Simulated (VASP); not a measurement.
# TiO2 (P4_2/mnm) in VASP: a series of runs, part 3 of 3

VASP 6.6.1. Earlier steps stand in the parts before.

## (4) Single point, r2SCAN+U

This run uses another cell than the first one, of 12.03 Å³/atom.

POSCAR reads:

```
TiO2
1.0
    4.8042153519      0.0000000000      0.0000000000
    0.0000000000      4.8042153519      0.0000000000
    0.0000000000      0.0000000000      3.1278684245
Ti O
2 4
Direct
    0.5000000000      0.5000000000      0.0000000000
    0.0000000000      0.0000000000      0.5000000000
    0.6890494417      0.6890494417      0.5000000000
    0.8109505583      0.1890494417      0.0000000000
    0.1890494417      0.8109505583      0.0000000000
    0.3109505583      0.3109505583      0.5000000000
```

INCAR.step1 reads:

```
SYSTEM = TiO2
PREC     = Accurate       ! precision mode
ENCUT    = 520            ! plane-wave cutoff, eV
ISMEAR   = 0              ! smearing method
SIGMA    = 0.02           ! smearing width, eV
LREAL    = .False.        ! projectors in reciprocal space
LASPH    = .True.         ! aspherical terms in the spheres
NELM     = 150            ! most SCF steps
LMAXMIX  = 4              ! l up to which the mixer works
LDAU     = .True.         ! DFT+U
LDAUTYPE = 2            
LDAUL    = 2 -1           ! shell
LDAUU    = 4 0            ! U, eV
LDAUJ    = 0 0          
NBANDS   = 33             ! bands
GGA      = PE             ! functional
ALGO     = Normal         ! electronic algorithm
EDIFF    = 1E-4           ! SCF threshold, eV
LWAVE    = .True.         ! write WAVECAR
LCHARG   = .False.        ! write CHGCAR
```

INCAR.step2 reads:

```
SYSTEM = TiO2
PREC     = Accurate       ! precision mode
ENCUT    = 520            ! plane-wave cutoff, eV
EDIFF    = 1E-6           ! SCF threshold, eV
ISMEAR   = 0              ! smearing method
SIGMA    = 0.02           ! smearing width, eV
LREAL    = .False.        ! projectors in reciprocal space
LASPH    = .True.         ! aspherical terms in the spheres
NELM     = 150            ! most SCF steps
ALGO     = Normal         ! electronic algorithm
ISIF     = 2              ! what is computed and relaxed
LWAVE    = .False.        ! write WAVECAR
LCHARG   = .False.        ! write CHGCAR
LMAXMIX  = 4              ! l up to which the mixer works
LDAU     = .True.         ! DFT+U
LDAUTYPE = 2            
LDAUL    = 2 -1           ! shell
LDAUU    = 4 0            ! U, eV
LDAUJ    = 0 0          
LDAUPRINT= 1            
METAGGA  = R2SCAN         ! meta-GGA
LMIXTAU  = .True.       
NBANDS   = 33             ! bands
ISTART   = 1
```

KPOINTS reads:

```
Automatic mesh
0
Gamma
  6 6 8
  0 0 0
```

Potentials or basis: VASP PAW PBE potentials, release 64 (Ti_sv, O).

On the command line:

```
cat potpaw_PBE.64/Ti_sv/POTCAR potpaw_PBE.64/O/POTCAR > POTCAR
cp INCAR.step1 INCAR
mpirun -np 1 vasp_std > vasp.out
cp INCAR.step2 INCAR
mpirun -np 1 vasp_std > vasp.out
```

OUTCAR:

```text
SYSTEM = TiO2
   PREC = Accurate
   ENCUT = 520
   EDIFF = 1E-6
   ISMEAR = 0
   LREAL = .False.
   LASPH = .True.
   NELM = 150
   ISIF = 2
   METAGGA = R2SCAN
   ISTART = 1

 ion  position               nearest neighbor table
   1  0.500  0.500  0.000-   3 2.02   6 2.02   3 2.02   6 2.02   5 2.11   4 2.11
   2  0.000  0.000  0.500-   4 2.02   5 2.02   4 2.02   5 2.02   3 2.11   6 2.11
   3  0.689  0.689  0.500-   1 2.02   1 2.02   2 2.11
   4  0.811  0.189  0.000-   2 2.02   2 2.02   1 2.11
   5  0.189  0.811  0.000-   2 2.02   2 2.02   1 2.11
   6  0.311  0.311  0.500-   1 2.02   1 2.02   2 2.11

  LATTYP: Found a simple tetragonal cell.
 ALAT       =     4.8042153519
 C/A-ratio  =     0.6510674887

  Lattice vectors:

 A1 = (   4.8042153519,   0.0000000000,   0.0000000000)
 A2 = (   0.0000000000,   4.8042153519,   0.0000000000)
 A3 = (   0.0000000000,   0.0000000000,   3.1278684245)

Analysis of symmetry for initial positions (statically):
=====================================================================
 Subroutine PRICEL returns:
 Original cell was already a primitive cell.

 Routine SETGRP: Setting up the symmetry group for a
 simple tetragonal supercell.

 Subroutine GETGRP returns: Found 16 space group operations
 (whereof  8 operations were pure point group operations)
 out of a pool of 16 trial point group operations.

The static configuration has the point symmetry D_2h.
 The point group associated with its full space group is D_4h.

Analysis of symmetry for dynamics (positions and initial velocities):
[... 222 lines left out ...]
  o =  0.0835  v =  0.0000 -0.7071 -0.0000 -0.7071  0.0000  0.0000  0.0000  0.0000  0.0000  0.0000      0.0000  0.0000  0.0000  0.0000  0.0000  0.0000  0.0000  0.0000  0.0000  0.0000
  o =  0.0835  v =  0.0000  0.0000  0.0000  0.0000  0.0000  0.0000 -0.7071 -0.0000 -0.7071  0.0000      0.0000  0.0000  0.0000  0.0000  0.0000  0.0000  0.0000  0.0000  0.0000  0.0000
  o =  0.2116  v = -0.8231  0.0000  0.5679  0.0000  0.0000  0.0000  0.0000  0.0000  0.0000  0.0000      0.0000  0.0000  0.0000  0.0000  0.0000  0.0000  0.0000  0.0000  0.0000  0.0000
  o =  0.2116  v =  0.0000  0.0000  0.0000  0.0000  0.0000 -0.8231  0.0000  0.5679  0.0000  0.0000      0.0000  0.0000  0.0000  0.0000  0.0000  0.0000  0.0000  0.0000  0.0000  0.0000
  o =  0.2540  v =  0.0000  0.0000  0.0000  0.0000  0.0000  0.0000 -0.7071 -0.0000  0.7071  0.0000      0.0000  0.0000  0.0000  0.0000  0.0000  0.0000  0.0000  0.0000  0.0000  0.0000
  o =  0.2540  v =  0.0000 -0.7071 -0.0000  0.7071  0.0000  0.0000  0.0000  0.0000  0.0000  0.0000      0.0000  0.0000  0.0000  0.0000  0.0000  0.0000  0.0000  0.0000  0.0000  0.0000

 number of electron      48.0000026 magnetization

 Free energy of the ion-electron system (eV)
  ---------------------------------------------------
  ext. energy  EPLUGINS =         0.00000000
  ---------------------------------------------------
  free energy    TOTEN  =       -64.19411192 eV

  energy without entropy =      -64.19411192  energy(sigma->0) =      -64.19411192

 E-fermi :   3.6097     XC(G=0): -11.3443

 val. band max:        3.3716307230   @ k =   0.0000   0.0000   0.0000
 cond. band min:       5.9294916084   @ k =   0.0000   0.0000   0.0000
 fundamental gap:      2.5578608854
 Fermi energy:         3.6097346801

 k-point     1 :       0.0000    0.0000    0.0000
  band No.  band energies     occupation
      1     -57.3241      2.00000
      2     -57.3166      2.00000
      3     -32.4262      2.00000
      4     -32.4262      2.00000
      5     -32.3370      2.00000
      6     -32.3370      2.00000
[... 853 lines left out ...]
     32       7.8693      0.00000
     33       9.1698      0.00000

 [... further k-points ...]

------------------------ aborting loop because EDIFF is reached ----------------------------------------

  FORCE on cell =-STRESS in cart. coord.  units (eV):
  Direction    XX          YY          ZZ          XY          YZ          ZX
  --------------------------------------------------------------------------------------
  -------------------------------------------------------------------------------------
  Total       -7.9623223     -7.9623223    -11.3115671     -0.0000000      0.0000000      0.0000000
  in kB     -176.7082902   -176.7082902   -251.0382784     -0.0000000      0.0000000      0.0000000
  external PRESSURE =    -201.4849530 kB  Pullay stress =       0.0000000 kB

 VOLUME and BASIS-vectors are now :
 -----------------------------------------------------------------------------
  energy-cutoff  :      520.00
  volume of cell :       72.19
      direct lattice vectors                 reciprocal lattice vectors
     4.804215352  0.000000000  0.000000000     0.208150536  0.000000000  0.000000000
     0.000000000  4.804215352  0.000000000     0.000000000  0.208150536  0.000000000
     0.000000000  0.000000000  3.127868424     0.000000000  0.000000000  0.319706543

 POSITION                                       TOTAL-FORCE (eV/Angst)
 -----------------------------------------------------------------------------------
      2.40211      2.40211      0.00000        -0.000000     -0.000000      0.000000
      0.00000      0.00000      1.56393        -0.000000     -0.000000      0.000000
      3.31034      3.31034      1.56393         0.128605      0.128605      0.000000
      3.89598      0.90823      0.00000        -0.128605      0.128605      0.000000
      0.90823      3.89598      0.00000         0.128605     -0.128605     -0.000000
      1.49387      1.49387      1.56393        -0.128605     -0.128605     -0.000000
 -----------------------------------------------------------------------------------
    total drift:                                0.000000      0.000000      0.000000

  FREE ENERGIE OF THE ION-ELECTRON SYSTEM (eV)
  ---------------------------------------------------
  free  energy   TOTEN  =       -64.1941119215 eV

  energy  without entropy=      -64.1941119215  energy(sigma->0) =      -64.19411192
```

OUTCAR.step1:

```text
SYSTEM = TiO2
   PREC = Accurate
   ENCUT = 520
   ISMEAR = 0
   LREAL = .False.
   LASPH = .True.
   NELM = 150
[... 1107 lines left out ...]
      3.89598      0.90823      0.00000        -0.145829      0.145829      0.000000
      0.90823      3.89598      0.00000         0.145829     -0.145829     -0.000000
      1.49387      1.49387      1.56393        -0.145829     -0.145829     -0.000000
 -----------------------------------------------------------------------------------
    total drift:                                0.000000      0.000000      0.000000

  FREE ENERGIE OF THE ION-ELECTRON SYSTEM (eV)
  ---------------------------------------------------
  free  energy   TOTEN  =       -48.1160873274 eV

  energy  without entropy=      -48.1160873274  energy(sigma->0) =      -48.11608733
```

Wall time 2.3 min (1 thread of Intel Xeon 6975P-C (Granite Rapids), shared host); peak memory 0.23 GiB.

Results:

```yaml
Free_energy: -64.1941 eV
Pressure: -20.1 GPa
Largest_force: 0.182 eV/Å
Band_gap_on_the_k_mesh: 2.56 eV
```

Forces on the atoms (eV/Å):
```
Ti   0.000  0.000  0.000
Ti   0.000  0.000  0.000
O    0.129  0.129  0.000
O   -0.129  0.129  0.000
O    0.129 -0.129  0.000
O   -0.129 -0.129  0.000
```

Levels at points of the mesh, in eV from the valence-band top:
```csv
k point,band 21,band 22,band 23,band 24,band 25,band 26,band 27,band 28
"(0.00, 0.00, 0.00)",-0.88,-0.41,-0.41,0.00,2.56,2.88,2.99,2.99
"(0.50, 0.00, 0.00)",-1.61,-1.61,-0.68,-0.68,3.09,3.09,3.35,3.35
"(0.50, 0.50, 0.00)",-1.45,-1.45,-0.95,-0.95,2.57,2.57,3.00,3.00
"(0.00, 0.00, 0.50)",-1.80,-1.80,-1.39,-1.39,3.26,3.26,3.48,3.48
"(0.50, 0.00, 0.50)",-1.78,-1.78,-0.88,-0.88,2.56,2.56,3.54,3.54
"(0.50, 0.50, 0.50)",-0.95,-0.95,-0.76,-0.76,3.00,3.00,3.57,3.57
```

Eigenvalues of the final occupation matrices:
```tsv
site	spin	trace	eigenvalues
site 1 d	1	0.69	0.06 0.08 0.08 0.21 0.25
site 1 d	2	0.69	0.06 0.08 0.08 0.21 0.25
site 2 d	1	0.69	0.06 0.08 0.08 0.21 0.25
site 2 d	2	0.69	0.06 0.08 0.08 0.21 0.25
```

Caveat: the stress differs along the axes, from -25 to -18 GPa; the PAW data sets were made with another functional, which shifts forces and pressure a little.

## (5) Single point, r2SCAN+U (biaxial strain in the a-b plane: +3.0 %)

POSCAR reads:

```
TiO2
1.0
    4.7352553221      0.0000000000      0.0000000000
    0.0000000000      4.7352553221      0.0000000000
    0.0000000000      0.0000000000      2.9392983686
Ti O
2 4
Direct
    0.5000000000      0.5000000000      0.0000000000
    0.0000000000      0.0000000000      0.5000000000
    0.6941516406      0.6941516406      0.5000000000
    0.8058483594      0.1941516406      0.0000000000
    0.1941516406      0.8058483594      0.0000000000
    0.3058483594      0.3058483594      0.5000000000
```

INCAR.step1 reads:

```
SYSTEM = TiO2
PREC = Accurate ; ENCUT = 520
ISMEAR = 0 ; SIGMA = 0.02
LREAL = .FALSE. ; LASPH = .TRUE.
NELM = 150 ; LMAXMIX = 4
LDAU = .TRUE. ; LDAUTYPE = 2
LDAUL = 2 -1 ; LDAUU = 4 0
LDAUJ = 0 0 ; NBANDS = 33
GGA = PE ; ALGO = Normal
EDIFF = 1E-4 ; LWAVE = .TRUE.
LCHARG = .FALSE.
```

INCAR.step2 reads:

```
SYSTEM = TiO2
PREC = Accurate ; ENCUT = 520
EDIFF = 1E-6 ; ISMEAR = 0
SIGMA = 0.02 ; LREAL = .FALSE.
LASPH = .TRUE. ; NELM = 150
ALGO = Normal ; ISIF = 2
LWAVE = .FALSE. ; LCHARG = .FALSE.
LMAXMIX = 4 ; LDAU = .TRUE.
LDAUTYPE = 2 ; LDAUL = 2 -1
LDAUU = 4 0 ; LDAUJ = 0 0
LDAUPRINT = 1 ; METAGGA = R2SCAN
LMIXTAU = .TRUE. ; NBANDS = 33
ISTART = 1
```

KPOINTS reads:

```
Automatic mesh
0
G
  6 6 8
  0 0 0
```

On the command line:

```
cat potpaw_PBE.64/Ti_sv/POTCAR potpaw_PBE.64/O/POTCAR > POTCAR
cp INCAR.step1 INCAR
mpirun -np 1 vasp_std > vasp.out
cp INCAR.step2 INCAR
mpirun -np 1 vasp_std > vasp.out
```

It took 5.2 min on 1 thread of Oxide Virtual Turin-like, shared host; peak memory 0.19 GiB.

The run converged. Its results:

```yaml
Free_energy: -64.6524 eV
Pressure: -2.7 GPa
Largest_force: 0.084 eV/Å
Band_gap_on_the_k_mesh: 2.71 eV (least direct gap 2.74 eV)
```

Forces on the atoms (eV/Å):
```
Ti   0.000  0.000  0.000
Ti   0.000  0.000  0.000
O    0.059  0.059  0.000
O   -0.059  0.059  0.000
O    0.059 -0.059  0.000
O   -0.059 -0.059  0.000
```

Stress tensor (GPa, compression positive):
```
-6.73  0.00  0.00
 0.00 -6.73  0.00
 0.00  0.00  5.50
```

Levels at points of the mesh, in eV from the valence-band top:
| k point | band 20 | band 21 | band 22 | band 23 | band 24 | band 25 | band 26 | band 27 | band 28 | band 29 |
| --- | --- | --- | --- | --- | --- | --- | --- | --- | --- | --- |
| (0.00, 0.00, 0.00) | -1.86 | -0.70 | -0.50 | -0.50 | 0.00 | 2.74 | 2.92 | 3.46 | 3.47 | 3.47 |
| (0.50, 0.00, 0.00) | -2.98 | -1.45 | -1.45 | -0.72 | -0.72 | 3.33 | 3.33 | 3.89 | 3.89 | 4.43 |
| (0.50, 0.50, 0.00) | -1.96 | -1.25 | -1.25 | -1.15 | -1.15 | 2.71 | 2.71 | 3.48 | 3.48 | 4.64 |
| (0.00, 0.00, 0.50) | -2.95 | -2.00 | -2.00 | -1.47 | -1.47 | 3.72 | 3.72 | 4.27 | 4.27 | 4.33 |
| (0.50, 0.00, 0.50) | -2.46 | -1.90 | -1.90 | -1.00 | -1.00 | 2.85 | 2.85 | 4.28 | 4.28 | 4.55 |
| (0.50, 0.50, 0.50) | -2.93 | -1.09 | -1.09 | -0.76 | -0.76 | 3.44 | 3.44 | 3.97 | 3.97 | 4.35 |

Eigenvalues of the final occupation matrices:
```csv
site,spin,trace,eigenvalues
site 1 d,1,0.74,0.08 0.09 0.09 0.22 0.27
site 1 d,2,0.74,0.08 0.09 0.09 0.22 0.27
site 2 d,1,0.74,0.08 0.09 0.09 0.22 0.27
site 2 d,2,0.74,0.08 0.09 0.09 0.22 0.27
```

Caveat: the cell differs from its parent crystal (biaxial strain in the a-b plane: +3.0 %); the stress differs along the axes, from -7 to 6 GPa; the PAW data sets were made with another functional, which shifts forces and pressure a little. A k mesh can miss the band edges.

## (6) Overview

| cell | gap on the mesh (eV) | pressure (GPa) | largest force (eV/Å) |
| --- | --- | --- | --- |
| a = 4.735, b = 4.735, c = 3.083 Å, 6 atoms, atomic positions A | 2.62 | -13.7 | 0.17 |
| a = 4.804, b = 4.804, c = 3.128 Å, 6 atoms, atomic positions B | 2.56 | -20.1 | 0.18 |
| a = 4.735, b = 4.735, c = 2.939 Å, 6 atoms, atomic positions C | 2.71 | -2.7 | 0.08 |

Alike in all rows: task single point; level r2SCAN+U; potentials or basis VASP PAW PBE potentials, release 64 (Ti_sv, O); no spin polarisation; Ti d U = 4.0 eV; k mesh 6 × 6 × 8; cutoff (eV) 520; smearing gaussian 0.02 eV.

Caveats: the PAW data sets were made with another functional, which shifts forces and pressure a little; the cell stands under tension (at least some runs); the stress differs along the axes, from -25 to -18 GPa (at least some runs); the stress differs along the axes, from -7 to 6 GPa (at least some runs).

Total energies depend on the potentials used, so only differences within one code and one set of settings carry meaning.
